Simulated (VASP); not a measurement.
# ZnCu (Pm-3m) in VASP: a series of runs

Runs on ZnCu. Level: PBE. Tasks: single point.

All numbers are computed with VASP 6.6.1; they aren't measurements. Logs are shortened: lines on timing, memory, paths and dates and some standing lists are left out, and cuts for length are marked.

### 1 The cell of the first run

The structure is cubic, space group Pm-3m (No. 221). Conventional cell: a = 2.925 Å, b = 2.925 Å, c = 2.925 Å, α = 90.00°, β = 90.00°, γ = 90.00°. Within 3.3 Å of Zn (site symmetry m-3m) lie 8 Cu at 2.53 Å and 6 Zn at 2.93 Å. Cu (site symmetry m-3m) has 8 Zn at 2.53 Å and 6 Cu at 2.93 Å within 3.3 Å.

### 2 Single point, PBE (volume scaled by 0.98)

The input, INCAR:

```
PREC     = Accurate       # precision mode
ENCUT    = 520            # plane-wave cutoff, eV
EDIFF    = 1E-6           # SCF threshold, eV
ISMEAR   = -1             # smearing method
SIGMA    = 0.05           # smearing width, eV
LREAL    = F              # projectors in reciprocal space
LASPH    = T              # aspherical terms in the spheres
NELM     = 80             # most SCF steps
ALGO     = Normal         # electronic algorithm
ISIF     = 2              # what is computed and relaxed
LWAVE    = F              # write WAVECAR
LCHARG   = F              # write CHGCAR
GGA      = PE             # functional
NBANDS   = 18             # bands
```

The input, KPOINTS:

```
regular mesh
0
Gamma
  9 9 9
```

The input, POSCAR:

```
ZnCu
1.0
    2.9252343038      0.0000000000      0.0000000000
    0.0000000000      2.9252343038      0.0000000000
    0.0000000000      0.0000000000      2.9252343038
Zn Cu
1 1
Direct
    0.5000000000      0.5000000000      0.5000000000
    0.0000000000      0.0000000000      0.0000000000
```

Potentials or basis: VASP PAW PBE potentials, release 64 (Zn, Cu).

Command:

```
$ cat potpaw_PBE.64/Zn/POTCAR potpaw_PBE.64/Cu/POTCAR > POTCAR
$ mpirun -np 1 vasp_std > vasp.out
```

OUTCAR:

```text
PREC = Accurate
   ENCUT = 520
   EDIFF = 1E-6
   ISMEAR = -1
   LREAL = F
   LASPH = T
   NELM = 80
   ISIF = 2
   GGA = PE

 ion  position               nearest neighbor table
   1  0.500  0.500  0.500-   2 2.53   2 2.53   2 2.53   2 2.53   2 2.53   2 2.53   2 2.53   2 2.53

   2  0.000  0.000  0.000-   1 2.53   1 2.53   1 2.53   1 2.53   1 2.53   1 2.53   1 2.53   1 2.53

  LATTYP: Found a simple cubic cell.
 ALAT       =     2.9252343038

  Lattice vectors:

 A1 = (   2.9252343038,   0.0000000000,   0.0000000000)
 A2 = (   0.0000000000,   2.9252343038,   0.0000000000)
 A3 = (   0.0000000000,   0.0000000000,   2.9252343038)

Analysis of symmetry for initial positions (statically):
=====================================================================
 Subroutine PRICEL returns:
 Original cell was already a primitive cell.

 Routine SETGRP: Setting up the symmetry group for a
 simple cubic supercell.

 Subroutine GETGRP returns: Found 48 space group operations
 (whereof 48 operations were pure point group operations)
 out of a pool of 48 trial point group operations.

The static configuration has the point symmetry O_h .

Analysis of symmetry for dynamics (positions and initial velocities):
=====================================================================
 Subroutine PRICEL returns:
 Original cell was already a primitive cell.

 Routine SETGRP: Setting up the symmetry group for a
 simple cubic supercell.

 Subroutine GETGRP returns: Found 48 space group operations
 (whereof 48 operations were pure point group operations)
 out of a pool of 48 trial point group operations.

The dynamic configuration has the point symmetry O_h .

 Subroutine INISYM returns: Found 48 space group operations
 (whereof 48 operations are pure point group operations),
 and found     1 'primitive' translations

----------------------------------------------------------------------------------------

                                     Primitive cell

  volume of cell :      25.0312

  direct lattice vectors                    reciprocal lattice vectors
     2.925234304  0.000000000  0.000000000     0.341852958  0.000000000  0.000000000
     0.000000000  2.925234304  0.000000000     0.000000000  0.341852958  0.000000000
     0.000000000  0.000000000  2.925234304     0.000000000  0.000000000  0.341852958

  length of vectors
     2.925234304  2.925234304  2.925234304     0.341852958  0.341852958  0.341852958

  position of ions in fractional coordinates (direct lattice)
     0.500000000  0.500000000  0.500000000
     0.000000000  0.000000000  0.000000000

  ion indices of the primitive-cell ions
   primitive index   ion index
                 1           1
                 2           2

----------------------------------------------------------------------------------------

 KPOINTS: regular mesh

Automatic generation of k-mesh.
 Grid dimensions read from file:
 generate k-points for:    9    9    9

 Generating k-lattice:

  Cartesian coordinates                     Fractional coordinates (reciprocal lattice)
     0.037983662  0.000000000  0.000000000     0.111111111  0.000000000  0.000000000
     0.000000000  0.037983662  0.000000000     0.000000000  0.111111111  0.000000000
     0.000000000  0.000000000  0.037983662     0.000000000  0.000000000  0.111111111

  Length of vectors
     0.037983662  0.037983662  0.037983662

  Shift w.r.t. Gamma in fractional coordinates (k-lattice)
     0.000000000  0.000000000  0.000000000

 Subroutine IBZKPT returns following result:
 ===========================================

 Found     35 irreducible k-points:

 Following reciprocal coordinates:
            Coordinates               Weight
  0.000000  0.000000  0.000000      1.000000
  0.111111  0.000000  0.000000      6.000000
  0.222222  0.000000  0.000000      6.000000
  0.333333  0.000000  0.000000      6.000000
  0.444444  0.000000  0.000000      6.000000
  0.111111  0.111111  0.000000     12.000000
[... 16 lines left out ...]
  0.333333  0.333333  0.111111     24.000000
  0.444444  0.333333  0.111111     48.000000
 [... further k-points ...]
   k-points           NKPTS =     35   k-points in BZ     NKDIM =     35   number of bands    NBANDS=     18
   number of dos      NEDOS =    301   number of ions     NIONS =      2
   total plane-waves  NPLWV =  13824
   dimension x,y,z NGX =    24 NGY =   24 NGZ =   24
   dimension x,y,z NGXF=    48 NGYF=   48 NGZF=   48
   ions per type =               1   1
   NGX,Y,Z   is equivalent  to a cutoff of  13.64, 13.64, 13.64 a.u.
   NGXF,Y,Z  is equivalent  to a cutoff of  27.28, 27.28, 27.28 a.u.
 SYSTEM =  unknown system
   PREC   = accura    normal or accurate (medium, high low for compatibility)
   ISTART =      0    job   : 0-new  1-cont  2-samecut
   ICHARG =      2    charge: 1-file 2-atom 10-const
   ISPIN  =      1    spin polarized calculation?
   LNONCOLLINEAR =      F non collinear calculations
   LSORBIT =      F    spin-orbit coupling
   LASPH  =      T    aspherical Exc in radial PAW
   ENCUT  =  520.0 eV  38.22 Ry    6.18 a.u.   5.44  5.44  5.44*2*pi/ulx,y,z
   NELM   =     80;   NELMIN=  2; NELMDL= -5     # of ELM steps
   EDIFF  = 0.1E-05   stopping-criterion for ELM
   LREAL  =      F    real-space projection
   EDIFFG = 0.1E-04   stopping-criterion for IOM
   NSW    =      0    number of steps for IOM
   IBRION =     -1    ionic relax: 0-MD 1-quasi-New 2-CG
   NFREE  =      0    steps in history (QN), initial steepest desc. (CG)
   ISIF   =      2    stress and relaxation
   ISYM   =      2    0-nonsym 1-usesym 2-fastsym
   POTIM  = 0.5000    time-step for ionic-motion
   TEBEG  =    0.0;   TEEND  =   0.0 temperature during run
   PSTRESS=    0.0 pullay stress
   NELECT =      23.0000    total number of electrons
   NUPDOWN=      -1.0000    fix difference up-down
   EMIN   =  10.00;   EMAX   =-10.00  energy-range for DOS
   EFERMI =   0.00;   METHOD = LEGACY
   ISMEAR =    -1;   SIGMA  =   0.05  broadening in eV -4-tet -1-fermi 0-gaus
   EFERMI_NEDOS =   21; number of points for ismear=-14 and -15
   IALGO  =     38    algorithm
   IMIX   =      4    mixing-type and parameters
     AMIX     =   0.40;   BMIX     =  1.00
     AMIX_MAG =   1.60;   BMIX_MAG =  1.00
  volume/ion in A,a.u.               =      12.52        84.46
  Fermi-wavevector in a.u.,A,eV,Ry     =   1.591562  3.007615 34.464487  2.533068
  Thomas-Fermi vector in A             =   2.690083
   LORBIT       =      0    0 simple, 1 ext, 2 COOP (PROOUT), +10 PAW based schemes
   GGA     = PE    functional components
   LHFCALC =     F    Hartree Fock is set to
   AEXX    =    0.0000 exact exchange contribution
   IVDW    =     0    specifies the selected vdW correction
   LEPSILON=     F    determine dielectric tensor
   LRPA    =     F    only Hartree local field effects (RPA)
 non-spin polarized calculation
  energy-cutoff  :      520.00
  volume of cell :       25.03
 maximum number of plane-waves:       691
 NGX is ok and might be reduce to    24
   NGX = 11   NGY = 11   NGZ = 11

 number of electron      22.9999987 magnetization

 Free energy of the ion-electron system (eV)
  ---------------------------------------------------
  ext. energy  EPLUGINS =         0.00000000
  ---------------------------------------------------
  free energy    TOTEN  =        -4.98192048 eV

  energy without entropy =       -4.97780311  energy(sigma->0) =       -4.97986180

 E-fermi :   5.8041     XC(G=0): -12.5147

 val. band max:        5.7210631101   @ k =   0.3333   0.3333   0.0000
 cond. band min:       5.9160318240   @ k =   0.4444   0.4444   0.2222
 fundamental gap:      0.1949687139
 Fermi energy:         5.8040922241

 k-point     1 :       0.0000    0.0000    0.0000
  band No.  band energies     occupation
      1      -4.7590      2.00000
      2      -2.1805      2.00000
      3      -2.1805      2.00000
      4      -1.4513      2.00000
      5      -1.4513      2.00000
      6      -1.4513      2.00000
[... 10 lines left out ...]
     17      18.3464      0.00000
     18      29.3773      0.00000

 k-point     2 :       0.1111    0.0000    0.0000
  band No.  band energies     occupation
      1      -4.5329      2.00000
      2      -2.1535      2.00000
      3      -2.1310      2.00000
      4      -1.4712      2.00000
      5      -1.4712      2.00000
      6      -1.4411      2.00000
[... 10 lines left out ...]
     17      19.9481      0.00000
     18      27.3598      0.00000

 k-point     3 :       0.2222    0.0000    0.0000
  band No.  band energies     occupation
      1      -3.8760      2.00000
      2      -2.0837      2.00000
      3      -1.9897      2.00000
      4      -1.5213      2.00000
      5      -1.5213      2.00000
      6      -1.4150      2.00000
[... 10 lines left out ...]
     17      23.9249      0.00000
     18      24.6497      0.00000

 k-point     4 :       0.3333    0.0000    0.0000
  band No.  band energies     occupation
      1      -2.9176      2.00000
      2      -2.0021      2.00000
      3      -1.7136      2.00000
      4      -1.5779      2.00000
      5      -1.5779      2.00000
      6      -1.3849      2.00000
[... 10 lines left out ...]
     17      21.7609      0.00000
     18      21.7609      0.00000

 k-point     5 :       0.4444    0.0000    0.0000
  band No.  band energies     occupation
      1      -2.2734      2.00000
      2      -1.9473      2.00000
      3      -1.6146      2.00000
      4      -1.6146      2.00000
      5      -1.3651      2.00000
      6      -0.8882      2.00000
[... 10 lines left out ...]
     17      19.1727      0.00000
     18      19.8905      0.00000

 k-point     6 :       0.1111    0.1111    0.0000
  band No.  band energies     occupation
      1      -4.3101      2.00000
      2      -2.1186      2.00000
      3      -2.0915      2.00000
      4      -1.4916      2.00000
      5      -1.4818      2.00000
      6      -1.4457      2.00000
[... 307 lines left out ...]
 k-point    21 :       0.3333    0.2222    0.1111
  band No.  band energies     occupation
      1      -2.3124      2.00000
      2      -1.9265      2.00000
      3      -1.7212      2.00000
      4      -1.6581      2.00000
      5      -1.5608      2.00000
      6      -1.0577      2.00000
[... 10 lines left out ...]
     17      21.6000      0.00000
     18      22.8936      0.00000

 k-point    22 :       0.4444    0.2222    0.1111
  band No.  band energies     occupation
      1      -2.0810      2.00000
      2      -1.9437      2.00000
      3      -1.7181      2.00000
      4      -1.6759      2.00000
      5      -1.5612      2.00000
      6       0.0777      2.00000
[... 10 lines left out ...]
     17      22.4353      0.00000
     18      23.4213      0.00000

 k-point    23 :       0.3333    0.3333    0.1111
  band No.  band energies     occupation
      1      -2.2158      2.00000
      2      -1.9573      2.00000
      3      -1.6971      2.00000
      4      -1.6540      2.00000
      5      -1.4727      2.00000
      6      -0.3541      2.00000
[... 10 lines left out ...]
     17      20.3535      0.00000
     18      22.1517      0.00000

 k-point    24 :       0.4444    0.3333    0.1111
  band No.  band energies     occupation
      1      -2.2345      2.00000
      2      -1.9531      2.00000
      3      -1.7416      2.00000
      4      -1.6818      2.00000
      5      -1.3651      2.00000
      6       0.5944      2.00000
[... 10 lines left out ...]
     17      21.2350      0.00000
     18      22.3749      0.00000

 [... further k-points ...]
[... 5 lines left out ...]
  --------------------------------------------------------------------------------------
  -------------------------------------------------------------------------------------
  Total        0.9009436      0.9009436      0.9009436      0.0000000      0.0000000      0.0000000
  in kB       57.6668486     57.6668486     57.6668486      0.0000000      0.0000000      0.0000000
  external PRESSURE =      57.6668486 kB  Pullay stress =       0.0000000 kB

 VOLUME and BASIS-vectors are now :
 -----------------------------------------------------------------------------
  energy-cutoff  :      520.00
  volume of cell :       25.03
      direct lattice vectors                 reciprocal lattice vectors
     2.925234304  0.000000000  0.000000000     0.341852958  0.000000000  0.000000000
     0.000000000  2.925234304  0.000000000     0.000000000  0.341852958  0.000000000
     0.000000000  0.000000000  2.925234304     0.000000000  0.000000000  0.341852958

 POSITION                                       TOTAL-FORCE (eV/Angst)
 -----------------------------------------------------------------------------------
      1.46262      1.46262      1.46262         0.000000      0.000000      0.000000
      0.00000      0.00000      0.00000         0.000000      0.000000      0.000000
 -----------------------------------------------------------------------------------
    total drift:                                0.000000      0.000000     -0.000000

  FREE ENERGIE OF THE ION-ELECTRON SYSTEM (eV)
  ---------------------------------------------------
  free  energy   TOTEN  =        -4.9819204817 eV

  energy  without entropy=       -4.9778031137  energy(sigma->0) =       -4.97986180
```

It took 23 s on 1 thread of AMD EPYC 7R43 (Zen 3), shared host; peak memory 0.11 GiB.

Results:

| Property | Result |
| --- | --- |
| Free energy | -4.9819 eV |
| Pressure | 5.8 GPa |

Levels at points of the mesh, in eV from the Fermi level:
```csv
k point,band 8,band 9,band 10,band 11,band 12,band 13,band 14,band 15
"(0.00, 0.00, 0.00)",-3.70,-2.84,-2.84,-2.84,6.24,6.24,6.24,11.32
```

[end of part 1 of 2]
